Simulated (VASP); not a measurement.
# AlN (P6_3mc) in VASP: notebook, part 2 of 2

VASP 6.6.1.

**3. Single point, LDA**

File INCAR:

```
PREC = Accurate
ENCUT = 520
EDIFF = 1E-6
ISMEAR = 0
SIGMA = 0.05
LREAL = F
LASPH = T
NELM = 80
ALGO = Normal
ISIF = 2
LWAVE = F
LCHARG = F
GGA = CA
NBANDS = 16
```

File KPOINTS:

```
Automatic mesh
0
Gamma
  9 9 6
```

File POSCAR:

```
AlN
1.0
    3.2486697589      0.0000000000      0.0000000000
   -1.6243348794      2.8134305397      0.0000000000
    0.0000000000      0.0000000000      4.0666517166
Al N
2 2
Direct
    0.3333333333      0.6666666667      0.7609379390
    0.6666666667      0.3333333333      0.2609379390
    0.3333333333      0.6666666667      0.2289303619
    0.6666666667      0.3333333333      0.7289303619
```

Potentials or basis: VASP PAW LDA potentials, release 64 (Al, N).

Run with:

```sh
cat potpaw_LDA.64/Al/POTCAR potpaw_LDA.64/N/POTCAR > POTCAR
mpirun -np 1 vasp_std > vasp.out
```

OUTCAR:

```text
PREC = Accurate
   ENCUT = 520
   EDIFF = 1E-6
   ISMEAR = 0
   LREAL = F
   LASPH = T
   NELM = 80
   ISIF = 2
   GGA = CA

 ion  position               nearest neighbor table
   1  0.333  0.667  0.761-   4 1.88   4 1.88   4 1.88   3 1.90   3 2.16   2 2.77   2 2.77   2 2.77
                             2 2.77   2 2.77   2 2.77
   2  0.667  0.333  0.261-   3 1.88   3 1.88   3 1.88   4 1.90   4 2.16   1 2.77   1 2.77   1 2.77
                             1 2.77   1 2.77   1 2.77
   3  0.333  0.667  0.229-   2 1.88   2 1.88   2 1.88   1 1.90   1 2.16
   4  0.667  0.333  0.729-   1 1.88   1 1.88   1 1.88   2 1.90   2 2.16

  LATTYP: Found a hexagonal cell.
 ALAT       =     3.2486697589
 C/A-ratio  =     1.2517898150

  Lattice vectors:

 A1 = (   3.2486697589,   0.0000000000,   0.0000000000)
 A2 = (  -1.6243348794,   2.8134305397,   0.0000000000)
 A3 = (   0.0000000000,   0.0000000000,   4.0666517166)

Analysis of symmetry for initial positions (statically):
=====================================================================
 Subroutine PRICEL returns:
 Original cell was already a primitive cell.

 Routine SETGRP: Setting up the symmetry group for a
 hexagonal supercell.

 Subroutine GETGRP returns: Found 12 space group operations
 (whereof  6 operations were pure point group operations)
 out of a pool of 24 trial point group operations.

The static configuration has the point symmetry C_3v.
 The point group associated with its full space group is C_6v.

Analysis of symmetry for dynamics (positions and initial velocities):
=====================================================================
 Subroutine PRICEL returns:
 Original cell was already a primitive cell.

 Routine SETGRP: Setting up the symmetry group for a
 hexagonal supercell.

 Subroutine GETGRP returns: Found 12 space group operations
 (whereof  6 operations were pure point group operations)
[... 121 lines left out ...]
   EFERMI =   0.00;   METHOD = LEGACY
   ISMEAR =     0;   SIGMA  =   0.05  broadening in eV -4-tet -1-fermi 0-gaus
   EFERMI_NEDOS =   21; number of points for ismear=-14 and -15
   IALGO  =     38    algorithm
   IMIX   =      4    mixing-type and parameters
     AMIX     =   0.40;   BMIX     =  1.00
     AMIX_MAG =   1.60;   BMIX_MAG =  1.00
  volume/ion in A,a.u.               =       9.29        62.71
  Fermi-wavevector in a.u.,A,eV,Ry     =   1.236105  2.335899 20.789086  1.527955
  Thomas-Fermi vector in A             =   2.370727
   LORBIT       =      0    0 simple, 1 ext, 2 COOP (PROOUT), +10 PAW based schemes
   GGA     = CA    functional components
   LHFCALC =     F    Hartree Fock is set to
   AEXX    =    0.0000 exact exchange contribution
   IVDW    =     0    specifies the selected vdW correction
   LEPSILON=     F    determine dielectric tensor
   LRPA    =     F    only Hartree local field effects (RPA)
 non-spin polarized calculation
 Gauss-broadening in eV      SIGMA  =   0.05
  energy-cutoff  :      520.00
  volume of cell :       37.17
 maximum number of plane-waves:      1026
   NGX = 13   NGY = 13   NGZ = 15

 number of electron      15.9999998 magnetization

 Free energy of the ion-electron system (eV)
  ---------------------------------------------------
  ext. energy  EPLUGINS =         0.00000000
  ---------------------------------------------------
  free energy    TOTEN  =       -32.39070446 eV

  energy without entropy =      -32.39070446  energy(sigma->0) =      -32.39070446

 E-fermi :   8.5795     XC(G=0): -11.7842

 val. band max:        8.3341082709   @ k =   0.0000   0.0000   0.0000
 cond. band min:      12.2194439028   @ k =   0.0000   0.0000   0.0000
 fundamental gap:      3.8853356319
 Fermi energy:         8.5794512190

 k-point     1 :       0.0000    0.0000    0.0000
  band No.  band energies     occupation
      1      -8.7159      2.00000
      2      -4.6126      2.00000
      3       1.1885      2.00000
      4       4.9704      2.00000
      5       4.9704      2.00000
      6       6.7448      2.00000
[... 433 lines left out ...]
      3       1.4817      2.00000
      4       2.6492      2.00000
      5       2.6492      2.00000
      6       5.2934      2.00000
[... 8 lines left out ...]
     15      19.9458      0.00000
     16      22.1204      0.00000

 [... further k-points ...]
[... 5 lines left out ...]
  --------------------------------------------------------------------------------------
  -------------------------------------------------------------------------------------
  Total        1.3175453      1.3175453      3.3656461      0.0000000      0.0000000      0.0000000
  in kB       56.7933390     56.7933390    145.0775754      0.0000000      0.0000000      0.0000000
  external PRESSURE =      86.2214178 kB  Pullay stress =       0.0000000 kB

 VOLUME and BASIS-vectors are now :
 -----------------------------------------------------------------------------
  energy-cutoff  :      520.00
  volume of cell :       37.17
      direct lattice vectors                 reciprocal lattice vectors
     3.248669759  0.000000000  0.000000000     0.307818299  0.177718978  0.000000000
    -1.624334879  2.813430540  0.000000000     0.000000000  0.355437956  0.000000000
     0.000000000  0.000000000  4.066651717     0.000000000  0.000000000  0.245902543

 POSITION                                       TOTAL-FORCE (eV/Angst)
 -----------------------------------------------------------------------------------
     -0.00000      1.87562      3.09447        -0.000000      0.000000     -0.610604
      1.62433      0.93781      1.06114        -0.000000     -0.000000     -0.610604
     -0.00000      1.87562      0.93098        -0.000000     -0.000000      0.610604
      1.62433      0.93781      2.96431         0.000000      0.000000      0.610604
 -----------------------------------------------------------------------------------
    total drift:                               -0.000000     -0.000000     -0.000080

  FREE ENERGIE OF THE ION-ELECTRON SYSTEM (eV)
  ---------------------------------------------------
  free  energy   TOTEN  =       -32.3907044566 eV

  energy  without entropy=      -32.3907044566  energy(sigma->0) =      -32.39070446
```

OSZICAR:

```text
N       E                     dE             d eps       ncg     rms          rms(c)
DAV:   1     0.360701756857E+02    0.36070E+02   -0.75432E+03  1544   0.911E+02
DAV:   2    -0.348055356610E+02   -0.70876E+02   -0.64965E+02  2224   0.180E+02
DAV:   3    -0.375225426389E+02   -0.27170E+01   -0.27079E+01  1840   0.353E+01
DAV:   4    -0.375359189306E+02   -0.13376E-01   -0.13374E-01  1896   0.297E+00
DAV:   5    -0.375360526649E+02   -0.13373E-03   -0.13373E-03  1824   0.289E-01    0.123E+01
DAV:   6    -0.325380525160E+02    0.49980E+01   -0.10028E+01  1672   0.235E+01    0.425E+00
DAV:   7    -0.324544978698E+02    0.83555E-01   -0.58646E-01  2000   0.511E+00    0.285E+00
DAV:   8    -0.323942807828E+02    0.60217E-01   -0.94988E-02  1624   0.249E+00    0.488E-01
DAV:   9    -0.323906069974E+02    0.36738E-02   -0.98537E-03  1864   0.744E-01    0.232E-01
DAV:  10    -0.323907802780E+02   -0.17328E-03   -0.81568E-04  1752   0.197E-01    0.142E-01
DAV:  11    -0.323907044256E+02    0.75852E-04   -0.12501E-04  1848   0.862E-02    0.212E-02
DAV:  12    -0.323907044566E+02   -0.30949E-07   -0.31434E-06  1856   0.126E-02
   1 F= -.32390704E+02 E0= -.32390704E+02  d E =-.202832E-14
```

Wall time 26 s (1 thread of Intel Xeon 8259CL, shared host); peak memory 0.14 GiB.

Results:

```yaml
Free_energy: -32.3907 eV
Pressure: 8.6 GPa
Largest_force: 0.611 eV/Å
Band_gap_on_the_k_mesh: 3.89 eV, direct
```

Forces on the atoms (eV/Å):
```
Al   0.000  0.000 -0.611
Al   0.000  0.000 -0.611
N    0.000  0.000  0.611
N    0.000  0.000  0.611
```

A k mesh can miss the band edges. As with any semilocal functional, this LDA gap is likely too small.

**4. Single point, LDA**

This run uses another cell than the first one, of 9.53 Å³/atom, 1.025 times its volume.

INCAR: that of step 3 with these lines changed.

```diff
@@ -12,3 +12,2 @@
 LCHARG = F
-GGA = CA
 NBANDS = 16
```

File KPOINTS:

```
regular mesh
0
Gamma
  9 9 6
```

File POSCAR:

```
AlN
1.0
    3.2758593918      0.0000000000      0.0000000000
   -1.6379296959      2.8369774526      0.0000000000
    0.0000000000      0.0000000000      4.1006874222
Al N
2 2
Direct
    0.3333333333      0.6666666667      0.7664069085
    0.6666666667      0.3333333333      0.2664069085
    0.3333333333      0.6666666667      0.2183955428
    0.6666666667      0.3333333333      0.7183955428
```

Run with:

```sh
cat potpaw_LDA.64/Al/POTCAR potpaw_LDA.64/N/POTCAR > POTCAR
mpirun -np 1 vasp_std > vasp.out
```

It took 26 s on 1 thread of Intel Xeon 8259CL, shared host; peak memory 0.14 GiB.

Results (log left out):

```
Free energy            : -32.3249 eV
Pressure               : 5.0 GPa
Largest force          : 1.031 eV/Å
Band gap on the k mesh : 3.79 eV, direct
```

Forces on the atoms (eV/Å):
```
Al   0.000  0.000 -1.031
Al   0.000  0.000 -1.031
N    0.000  0.000  1.031
N    0.000  0.000  1.031
```

Stress tensor (GPa, compression positive):
```
-1.98  0.00  0.00
 0.00 -1.98  0.00
 0.00  0.00 18.83
```

Levels at points of the mesh, in eV from the valence-band top:
| k point | band 5 | band 6 | band 7 | band 8 | band 9 | band 10 | band 11 | band 12 |
| --- | --- | --- | --- | --- | --- | --- | --- | --- |
| (0.00, 0.00, 0.00) | -3.16 | -1.43 | -1.43 | 0.00 | 3.79 | 4.71 | 8.47 | 8.47 |
| (0.00, 0.00, 0.50) | -2.33 | -2.33 | -2.33 | -2.33 | 5.91 | 5.91 | 8.64 | 8.64 |

Caveat: forces of over 1 eV/Å act on the atoms, so gaps and moduli don't describe the material at rest. LDA gaps usually lie below the measured ones, often by a third to a half.

**5. Single point, LDA**

This run uses another cell than the first one, of 9.53 Å³/atom, 1.025 times its volume.

File INCAR:

```
  PREC = Accurate
  ENCUT = 520
  EDIFF = 1E-7
  ISMEAR = 0
  SIGMA = 0.05
  LREAL = False
  LASPH = True
  NELM = 100
  ALGO = Normal
  ISIF = 2
  LWAVE = False
  LCHARG = False
  NBANDS = 16
```

File KPOINTS:

```
Automatic mesh
0
Gamma
  9 9 6
```

File POSCAR:

```
AlN
1.0
    3.2758593918      0.0000000000      0.0000000000
   -1.6379296959      2.8369774526      0.0000000000
    0.0000000000      0.0000000000      4.1006874222
Al N
2 2
Direct
    0.3333333333      0.6666666667      0.7773448474
    0.6666666667      0.3333333333      0.2773448474
    0.3333333333      0.6666666667      0.1973259047
    0.6666666667      0.3333333333      0.6973259047
```

Run with:

```sh
cat potpaw_LDA.64/Al/POTCAR potpaw_LDA.64/N/POTCAR > POTCAR
mpirun -np 1 vasp_std > vasp.out
```

It took 29 s on 1 thread of Intel Xeon 8259CL, shared host; peak memory 0.14 GiB.

It converged, with:

```
Free energy            : -31.8136 eV
Pressure               : 14.1 GPa
Largest force          : 3.175 eV/Å
Band gap on the k mesh : 4.04 eV, direct
```

Forces in eV/Å, atoms in the order of the input:
```
Al   0.000  0.000 -3.175
Al   0.000  0.000 -3.175
N    0.000  0.000  3.175
N    0.000  0.000  3.175
```

Stress tensor (GPa, compression positive):
```
-6.20  0.00  0.00
 0.00 -6.20  0.00
 0.00  0.00 54.83
```

Levels at points of the mesh, in eV from the valence-band top:
| k point | band 4 | band 5 | band 6 | band 7 | band 8 | band 9 | band 10 | band 11 | band 12 | band 13 |
| --- | --- | --- | --- | --- | --- | --- | --- | --- | --- | --- |
| (0.00, 0.00, 0.00) | -2.81 | -2.81 | -1.12 | -1.12 | 0.00 | 4.04 | 4.88 | 8.79 | 8.79 | 12.12 |
| (0.00, 0.00, 0.50) | -3.33 | -2.00 | -2.00 | -2.00 | -2.00 | 5.99 | 5.99 | 8.98 | 8.98 | 8.98 |

Caveat: forces of over 1 eV/Å act on the atoms, so gaps and moduli don't describe the material at rest. A k mesh can miss the band edges.

**6. Single point, LDA**

This run uses another cell than the first one, of 9.53 Å³/atom, 1.025 times its volume.

File INCAR:

```
SYSTEM = AlN
ALGO = Normal
EDIFF = 1E-7
ENCUT = 520
GGA = CA
ISIF = 2
ISMEAR = 0
LASPH = .True.
LCHARG = .False.
LREAL = .False.
LWAVE = .False.
NBANDS = 16
NELM = 80
PREC = Accurate
SIGMA = 0.05
```

File KPOINTS:

```
k-points
0
Gamma
  9 9 6
  0 0 0
```

File POSCAR:

```
AlN
1.0
    3.2758593918      0.0000000000      0.0000000000
   -1.6379296959      2.8369774526      0.0000000000
    0.0000000000      0.0000000000      4.1006874222
Al N
2 2
Direct
    0.3333333333      0.6666666667      0.7609379390
    0.6666666667      0.3333333333      0.2609379390
    0.3333333333      0.6666666667      0.2289303619
    0.6666666667      0.3333333333      0.7289303619
```

Potentials or basis: VASP PAW LDA potentials, release 64 (Al, N).

Run with:

```sh
cat potpaw_LDA.64/Al/POTCAR potpaw_LDA.64/N/POTCAR > POTCAR
mpirun -np 1 vasp_std > vasp.out
```

Run time: 30 s. Hardware: 1 thread of Intel Xeon 8259CL, shared host; peak memory 0.14 GiB.

The run converged. Its results:

```yaml
Free_energy: -32.4237 eV
Pressure: 2.5 GPa
Largest_force: 0.517 eV/Å
Band_gap_on_the_k_mesh: 3.70 eV, direct
```

Forces on the atoms (eV/Å):
```
Al   0.000  0.000 -0.517
Al   0.000  0.000 -0.517
N    0.000  0.000  0.517
N    0.000  0.000  0.517
```

Stress tensor (GPa, compression positive):
```
-0.51  0.00  0.00
 0.00 -0.51  0.00
 0.00  0.00  8.49
```

Levels at points of the mesh, in eV from the valence-band top:
| k point | band 5 | band 6 | band 7 | band 8 | band 9 | band 10 | band 11 | band 12 |
| --- | --- | --- | --- | --- | --- | --- | --- | --- |
| (0.00, 0.00, 0.00) | -3.29 | -1.54 | -1.54 | 0.00 | 3.70 | 4.64 | 8.35 | 8.35 |
| (0.00, 0.00, 0.50) | -2.45 | -2.45 | -2.45 | -2.45 | 5.89 | 5.89 | 8.52 | 8.52 |

**7. Single point, LDA**

This run uses another cell than the first one, of 9.53 Å³/atom, 1.025 times its volume.

File INCAR:

```
SYSTEM = AlN
PREC = Accurate
ENCUT = 520
EDIFF = 1E-6
ISMEAR = 0
SIGMA = 0.05
LREAL = .FALSE.
LASPH = .TRUE.
NELM = 60
ALGO = Normal
ISIF = 2
LWAVE = .FALSE.
LCHARG = .FALSE.
GGA = CA
NBANDS = 16
```

File KPOINTS:

```
Automatic mesh
0
G
  9 9 6
  0 0 0
```

File POSCAR:

```
AlN
1.0
    3.2758593918      0.0000000000      0.0000000000
   -1.6379296959      2.8369774526      0.0000000000
    0.0000000000      0.0000000000      4.1006874222
Al N
2 2
Direct
    0.3333333333      0.6666666667      0.7718758780
    0.6666666667      0.3333333333      0.2718758780
    0.3333333333      0.6666666667      0.2078607238
    0.6666666667      0.3333333333      0.7078607238
```

Run with:

```sh
cat potpaw_LDA.64/Al/POTCAR potpaw_LDA.64/N/POTCAR > POTCAR
mpirun -np 1 vasp_std > vasp.out
```

Wall time 27 s (1 thread of Intel Xeon 8259CL, shared host); peak memory 0.14 GiB.

Results (log left out):

```yaml
Free_energy: -32.1388 eV
Pressure: 8.7 GPa
Largest_force: 1.871 eV/Å
Band_gap_on_the_k_mesh: 3.91 eV, direct
```

Forces in eV/Å, atoms in the order of the input:
```
Al   0.000  0.000 -1.871
Al   0.000  0.000 -1.871
N    0.000  0.000  1.871
N    0.000  0.000  1.871
```

Stress tensor (GPa, compression positive):
```
-3.90  0.00  0.00
 0.00 -3.90  0.00
 0.00  0.00 34.02
```

Levels at points of the mesh, in eV from the valence-band top:
```csv
k point,band 4,band 5,band 6,band 7,band 8,band 9,band 10,band 11,band 12,band 13
"(0.00, 0.00, 0.00)",-3.00,-3.00,-1.28,-1.28,0.00,3.91,4.79,8.62,8.62,11.91
"(0.00, 0.00, 0.50)",-3.46,-2.18,-2.18,-2.18,-2.18,5.94,5.94,8.79,8.79,8.79
```

Caveat: forces of over 1 eV/Å act on the atoms, so gaps and moduli don't describe the material at rest. A k mesh can miss the band edges.
